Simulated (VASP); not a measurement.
# Ni (Fm-3m) in VASP: further runs

The runs below take Ni through single point, with r2SCAN, r2SCAN+U.

Everything below comes from runs of VASP 6.6.1. Logs are shortened: lines on timing, memory, paths and dates and some standing lists are left out, and cuts for length are marked.

## Step 1: The cell of the first run

The structure is cubic, space group Fm-3m (No. 225). Conventional cell: a = 3.460 Å, b = 3.460 Å, c = 3.460 Å, α = 90.00°, β = 90.00°, γ = 90.00°. Within 3.2 Å of Ni (site symmetry m-3m) lie 12 Ni at 2.45 Å.

## Step 2: Single point, r2SCAN

Contents of POSCAR:

```
Ni
1.0
    0.0000000000      1.7302411340      1.7302411340
    1.7302411340      0.0000000000      1.7302411340
    1.7302411340      1.7302411340      0.0000000000
Ni
1
Direct
    0.0000000000      0.0000000000      0.0000000000
```

Contents of INCAR.step1:

```
SYSTEM = Ni
ALGO = Normal
EDIFF = 1E-4
ENCUT = 520
GGA = PE
ISMEAR = 1
LASPH = .True.
LCHARG = .False.
LREAL = .False.
LWAVE = .True.
NBANDS = 11
NELM = 80
PREC = Accurate
SIGMA = 0.0173
```

Contents of INCAR.step2:

```
SYSTEM = Ni
ALGO = Normal
EDIFF = 1E-7
ENCUT = 520
ISIF = 2
ISMEAR = 1
ISTART = 1
LASPH = .True.
LCHARG = .True.
LELF = .True.
LMIXTAU = .True.
LREAL = .False.
LVHAR = .True.
LWAVE = .False.
METAGGA = R2SCAN
NBANDS = 11
NELM = 80
PREC = Accurate
SIGMA = 0.0173
```

Contents of KPOINTS:

```
k-points
0
Gamma
  9 9 9
  0 0 0
```

Potentials or basis: VASP PAW PBE potentials, release 64 (Ni).

Run with:

```bash
cat potpaw_PBE.64/Ni/POTCAR > POTCAR
cp INCAR.step1 INCAR
mpirun -np 1 vasp_std > vasp.out
cp INCAR.step2 INCAR
mpirun -np 1 vasp_std > vasp.out
```

OUTCAR:

```text
SYSTEM = Ni
   EDIFF = 1E-7
   ENCUT = 520
   ISIF = 2
   ISMEAR = 1
   ISTART = 1
   LASPH = .True.
   LREAL = .False.
   METAGGA = R2SCAN
   NELM = 80
   PREC = Accurate

 ion  position               nearest neighbor table
   1  0.000  0.000  0.000-

  LATTYP: Found a face centered cubic cell.
 ALAT       =     3.4604822680

  Lattice vectors:

 A1 = (   0.0000000000,   1.7302411340,   1.7302411340)
 A2 = (   1.7302411340,   0.0000000000,   1.7302411340)
 A3 = (   1.7302411340,   1.7302411340,   0.0000000000)

Analysis of symmetry for initial positions (statically):
=====================================================================
 Subroutine PRICEL returns:
 Original cell was already a primitive cell.

 Routine SETGRP: Setting up the symmetry group for a
 face centered cubic supercell.

 Subroutine GETGRP returns: Found 48 space group operations
 (whereof 48 operations were pure point group operations)
 out of a pool of 48 trial point group operations.

The static configuration has the point symmetry O_h .

Analysis of symmetry for dynamics (positions and initial velocities):
=====================================================================
 Subroutine PRICEL returns:
 Original cell was already a primitive cell.

 Routine SETGRP: Setting up the symmetry group for a
 face centered cubic supercell.

 Subroutine GETGRP returns: Found 48 space group operations
 (whereof 48 operations were pure point group operations)
 out of a pool of 48 trial point group operations.

The dynamic configuration has the point symmetry O_h .

 Subroutine INISYM returns: Found 48 space group operations
 (whereof 48 operations are pure point group operations),
 and found     1 'primitive' translations

----------------------------------------------------------------------------------------

                                     Primitive cell

  volume of cell :      10.3598

  direct lattice vectors                    reciprocal lattice vectors
     0.000000000  1.730241134  1.730241134    -0.288977062  0.288977062  0.288977062
     1.730241134  0.000000000  1.730241134     0.288977062 -0.288977062  0.288977062
     1.730241134  1.730241134  0.000000000     0.288977062  0.288977062 -0.288977062

  length of vectors
     2.446930478  2.446930478  2.446930478     0.500522954  0.500522954  0.500522954

  position of ions in fractional coordinates (direct lattice)
     0.000000000  0.000000000  0.000000000

  ion indices of the primitive-cell ions
   primitive index   ion index
                 1           1

----------------------------------------------------------------------------------------

 KPOINTS: k-points

Automatic generation of k-mesh.
 Grid dimensions read from file:
 generate k-points for:    9    9    9

 Generating k-lattice:

  Cartesian coordinates                     Fractional coordinates (reciprocal lattice)
    -0.032108562  0.032108562  0.032108562     0.111111111  0.000000000  0.000000000
     0.032108562 -0.032108562  0.032108562     0.000000000  0.111111111  0.000000000
     0.032108562  0.032108562 -0.032108562     0.000000000  0.000000000  0.111111111

  Length of vectors
     0.055613662  0.055613662  0.055613662

  Shift w.r.t. Gamma in fractional coordinates (k-lattice)
     0.000000000  0.000000000  0.000000000

 Subroutine IBZKPT returns following result:
 ===========================================

 Found     35 irreducible k-points:

 Following reciprocal coordinates:
            Coordinates               Weight
  0.000000  0.000000  0.000000      1.000000
  0.111111  0.000000  0.000000      8.000000
  0.222222  0.000000  0.000000      8.000000
  0.333333  0.000000  0.000000      8.000000
  0.444444  0.000000  0.000000      8.000000
  0.111111  0.111111  0.000000      6.000000
[... 16 lines left out ...]
 -0.333333  0.333333  0.000000     12.000000
  0.444444  0.444444  0.000000      6.000000
 [... further k-points ...]
   k-points           NKPTS =     35   k-points in BZ     NKDIM =     35   number of bands    NBANDS=     11
   number of dos      NEDOS =    301   number of ions     NIONS =      1
   total plane-waves  NPLWV =   5832
   dimension x,y,z NGX =    18 NGY =   18 NGZ =   18
   dimension x,y,z NGXF=    36 NGYF=   36 NGZF=   36
   ions per type =               1
   NGX,Y,Z   is equivalent  to a cutoff of  12.23, 12.23, 12.23 a.u.
   NGXF,Y,Z  is equivalent  to a cutoff of  24.46, 24.46, 24.46 a.u.
 SYSTEM =  Ni
   PREC   = accura    normal or accurate (medium, high low for compatibility)
   ISTART =      1    job   : 0-new  1-cont  2-samecut
   ICHARG =      0    charge: 1-file 2-atom 10-const
   ISPIN  =      1    spin polarized calculation?
   LNONCOLLINEAR =      F non collinear calculations
   LSORBIT =      F    spin-orbit coupling
   LASPH  =      T    aspherical Exc in radial PAW
   ENCUT  =  520.0 eV  38.22 Ry    6.18 a.u.   4.55  4.55  4.55*2*pi/ulx,y,z
   NELM   =     80;   NELMIN=  2; NELMDL=  0     # of ELM steps
   EDIFF  = 0.1E-06   stopping-criterion for ELM
   LREAL  =      F    real-space projection
   EDIFFG = 0.1E-05   stopping-criterion for IOM
   NSW    =      0    number of steps for IOM
   IBRION =     -1    ionic relax: 0-MD 1-quasi-New 2-CG
   NFREE  =      0    steps in history (QN), initial steepest desc. (CG)
   ISIF   =      2    stress and relaxation
   ISYM   =      2    0-nonsym 1-usesym 2-fastsym
   POTIM  = 0.5000    time-step for ionic-motion
   TEBEG  =    0.0;   TEEND  =   0.0 temperature during run
   PSTRESS=    0.0 pullay stress
   NELECT =      10.0000    total number of electrons
   NUPDOWN=      -1.0000    fix difference up-down
   EMIN   =  10.00;   EMAX   =-10.00  energy-range for DOS
   EFERMI =   0.00;   METHOD = LEGACY
   ISMEAR =     1;   SIGMA  =   0.02  broadening in eV -4-tet -1-fermi 0-gaus
   EFERMI_NEDOS =   21; number of points for ismear=-14 and -15
   IALGO  =     38    algorithm
   IMIX   =      4    mixing-type and parameters
     AMIX     =   0.40;   BMIX     =  1.00
     AMIX_MAG =   1.60;   BMIX_MAG =  1.00
  volume/ion in A,a.u.               =      10.36        69.91
  Fermi-wavevector in a.u.,A,eV,Ry     =   1.617924  3.057434 35.615686  2.617679
  Thomas-Fermi vector in A             =   2.712270
   LORBIT       =      0    0 simple, 1 ext, 2 COOP (PROOUT), +10 PAW based schemes
   METAGGA = R2SCAN    functional components
   LHFCALC =     F    Hartree Fock is set to
   AEXX    =    0.0000 exact exchange contribution
   IVDW    =     0    specifies the selected vdW correction
   LEPSILON=     F    determine dielectric tensor
   LRPA    =     F    only Hartree local field effects (RPA)
 non-spin polarized calculation
 Methfessel and Paxton  Order N= 1 SIGMA  =   0.02
  energy-cutoff  :      520.00
  volume of cell :       10.36
 maximum number of plane-waves:       290
 NGX is ok and might be reduce to    18
   NGX =  9   NGY =  9   NGZ =  9

 number of electron       9.9999993 magnetization

 Free energy of the ion-electron system (eV)
  ---------------------------------------------------
  ext. energy  EPLUGINS =         0.00000000
  ---------------------------------------------------
  free energy    TOTEN  =       -11.83926898 eV

  energy without entropy =      -11.83937310  energy(sigma->0) =      -11.83930369

 E-fermi :   9.6084     XC(G=0): -14.6967

 val. band max:        9.5890583534   @ k =  -0.4444   0.2222   0.0000
 cond. band min:       9.6133849650   @ k =   0.4444   0.1111   0.0000
 fundamental gap:      0.0243266117
 Fermi energy:         9.6083899782

 k-point     1 :       0.0000    0.0000    0.0000
  band No.  band energies     occupation
      1       0.1622      2.00000
      2       7.6477      2.00000
      3       7.6477      2.00000
      4       7.6477      2.00000
      5       8.7641      2.00000
      6       8.7641      2.00000
      7      34.8776      0.00000
      8      39.5873      0.00000
      9      39.5874      0.00000
     10      39.5875      0.00000
     11      42.5011      0.00000

 k-point     2 :       0.1111    0.0000    0.0000
  band No.  band energies     occupation
      1       0.6780      2.00000
      2       7.5071      2.00000
      3       7.7561      2.00000
      4       7.7561      2.00000
      5       8.7241      2.00000
      6       8.7241      2.00000
      7      32.7746      0.00000
      8      36.3826      0.00000
      9      38.6344      0.00000
     10      38.6345      0.00000
     11      43.7676      0.00000

 k-point     3 :       0.2222    0.0000    0.0000
  band No.  band energies     occupation
      1       2.1158      2.00000
      2       7.2500      2.00000
      3       7.8617      2.00000
      4       7.8617      2.00000
      5       8.8142      2.00000
      6       8.8142      2.00000
      7      26.9467      0.00000
      8      35.3664      0.00000
      9      37.5212      0.00000
     10      37.5213      0.00000
     11      43.7503      0.00000

 k-point     4 :       0.3333    0.0000    0.0000
  band No.  band energies     occupation
      1       3.9131      2.00000
      2       7.4757      2.00000
      3       7.7171      2.00000
      4       7.7172      2.00000
      5       9.2235      2.00000
      6       9.2235      2.00000
      7      21.3646      0.00000
      8      34.2403      0.00000
      9      36.8911      0.00000
     10      36.8912      0.00000
     11      41.1943      0.00000
[... 239 lines left out ...]
 k-point    22 :      -0.4444    0.3333    0.0000
  band No.  band energies     occupation
      1       5.5752      2.00000
      2       6.0411      2.00000
      3       8.0261      2.00000
      4       8.9261      2.00000
      5       9.6716     -0.00000
      6      14.4349      0.00000
      7      19.1814      0.00000
      8      21.9757      0.00000
      9      28.1975      0.00000
     10      32.8878      0.00000
     11      42.7737      0.00000

 k-point    23 :      -0.3333    0.3333    0.0000
  band No.  band energies     occupation
      1       6.1368      2.00000
      2       6.2548      2.00000
      3       7.3689      2.00000
      4       8.6350      2.00000
      5       9.3662      2.00000
      6      15.1487      0.00000
      7      18.0345      0.00000
      8      21.4516      0.00000
      9      30.2284      0.00000
     10      33.4588      0.00000
     11      49.0358      0.00000

 k-point    24 :       0.4444    0.4444    0.0000
  band No.  band energies     occupation
      1       4.9126      2.00000
      2       5.6528      2.00000
      3       9.5259      2.00000
      4       9.7724     -0.00000
      5       9.7724     -0.00000
      6      11.6341      0.00000
      7      21.1238      0.00000
      8      26.2210      0.00000
      9      26.2211      0.00000
     10      30.9182      0.00000
     11      35.3028      0.00000

 [... further k-points ...]

------------------------ aborting loop because EDIFF is reached ----------------------------------------

  FORCE on cell =-STRESS in cart. coord.  units (eV):
  Direction    XX          YY          ZZ          XY          YZ          ZX
  --------------------------------------------------------------------------------------
  -------------------------------------------------------------------------------------
  Total        0.0414789      0.0414789      0.0414789      0.0000000      0.0000000      0.0000000
  in kB        6.4148772      6.4148772      6.4148772      0.0000000      0.0000000      0.0000000
  external PRESSURE =       6.4148772 kB  Pullay stress =       0.0000000 kB

 VOLUME and BASIS-vectors are now :
 -----------------------------------------------------------------------------
  energy-cutoff  :      520.00
  volume of cell :       10.36
      direct lattice vectors                 reciprocal lattice vectors
     0.000000000  1.730241134  1.730241134    -0.288977062  0.288977062  0.288977062
     1.730241134  0.000000000  1.730241134     0.288977062 -0.288977062  0.288977062
     1.730241134  1.730241134  0.000000000     0.288977062  0.288977062 -0.288977062

 POSITION                                       TOTAL-FORCE (eV/Angst)
 -----------------------------------------------------------------------------------
      0.00000      0.00000      0.00000         0.000000     -0.000000      0.000000
 -----------------------------------------------------------------------------------
    total drift:                                0.000000     -0.000000      0.000000

  FREE ENERGIE OF THE ION-ELECTRON SYSTEM (eV)
  ---------------------------------------------------
  free  energy   TOTEN  =       -11.8392689844 eV

  energy  without entropy=      -11.8393731039  energy(sigma->0) =      -11.83930369
```

Wall time 10 s (1 thread of Intel Xeon 6975P-C (Granite Rapids), shared host); peak memory 0.12 GiB.

What came out:

| Quantity | Value |
| --- | --- |
| Free energy | -11.8393 eV |
| Pressure | 0.6 GPa |
| Band gap on the k mesh | zero (band 5 reaches 9.81 eV, above the bottom of band 6 at 8.72 eV) |

Levels at points of the mesh, in eV from the Fermi level:
```csv
k point,band 2,band 3,band 4,band 5,band 6,band 7,band 8,band 9
"(0.00, 0.00, 0.00)",-1.96,-1.96,-1.96,-0.84,-0.84,25.27,29.98,29.98
```

Caveat: the PAW data sets were made with another functional, which shifts forces and pressure a little; the run has no spin polarisation, though such a crystal can be magnetic. Spin polarisation is off, so any magnetic state and its effect on volume and gap are missing.

## Step 3: Single point, r2SCAN+U

This run uses another cell than the first one, of 10.39 Å³/atom, 1.003 times its volume.

Contents of POSCAR:

```
Ni
1.0
    0.0000000000      1.7319493197      1.7319493197
    1.7319493197      0.0000000000      1.7319493197
    1.7319493197      1.7319493197      0.0000000000
Ni
1
Direct
    0.0000000000      0.0000000000      0.0000000000
```

Contents of INCAR.step1:

```
  PREC = Accurate
  ENCUT = 520
  ISMEAR = 1
  SIGMA = 0.0173
  LREAL = F
  LASPH = T
  NELM = 150
  LMAXMIX = 4
  LDAU = T
  LDAUTYPE = 2
  LDAUL = 2
  LDAUU = 3
  LDAUJ = 0
  NBANDS = 11
  GGA = PE
  ALGO = Normal
  EDIFF = 1E-4
  LWAVE = T
  LCHARG = F
```

Contents of INCAR.step2:

```
  PREC = Accurate
  ENCUT = 520
  EDIFF = 1E-7
  ISMEAR = 1
  SIGMA = 0.0173
  LREAL = F
  LASPH = T
  NELM = 150
  ALGO = Normal
  ISIF = 2
  LWAVE = F
  LCHARG = F
  LMAXMIX = 4
  LDAU = T
  LDAUTYPE = 2
  LDAUL = 2
  LDAUU = 3
  LDAUJ = 0
  LDAUPRINT = 1
  METAGGA = R2SCAN
  LMIXTAU = T
  NBANDS = 11
  ISTART = 1
```

Contents of KPOINTS:

```
Automatic mesh
0
Gamma
  11 11 11
```

Potentials or basis: VASP PAW PBE potentials, release 64 (Ni).

Run with:

```bash
cat potpaw_PBE.64/Ni/POTCAR > POTCAR
cp INCAR.step1 INCAR
mpirun -np 1 vasp_std > vasp.out
cp INCAR.step2 INCAR
mpirun -np 1 vasp_std > vasp.out
```

Run time: 14 s. Hardware: 1 thread of Intel Xeon 6975P-C (Granite Rapids), shared host; peak memory 0.12 GiB.

The run converged. Its results:

| Quantity | Value |
| --- | --- |
| Free energy | -9.8830 eV |
| Pressure | -7.1 GPa |
| Band gap on the k mesh | zero (band 5 reaches 9.28 eV, above the bottom of band 6 at 7.85 eV) |

Levels at points of the mesh, in eV from the Fermi level:
```tsv
k point	band 3	band 4	band 5	band 6	band 7	band 8
(0.00, 0.00, 0.00)	-1.98	-1.98	-1.17	-1.17	25.73	30.41
```

Eigenvalues of the final occupation matrices:
```csv
site,spin,trace,eigenvalues
site 1 d,1,4.27,0.81 0.81 0.81 0.91 0.91
site 1 d,2,4.27,0.81 0.81 0.81 0.91 0.91
```

Caveat: the PAW data sets were made with another functional, which shifts forces and pressure a little; the run has no spin polarisation, though such a crystal can be magnetic; U without spin polarisation on a metal has little footing; the U is typed as a test and isn't derived for this compound.
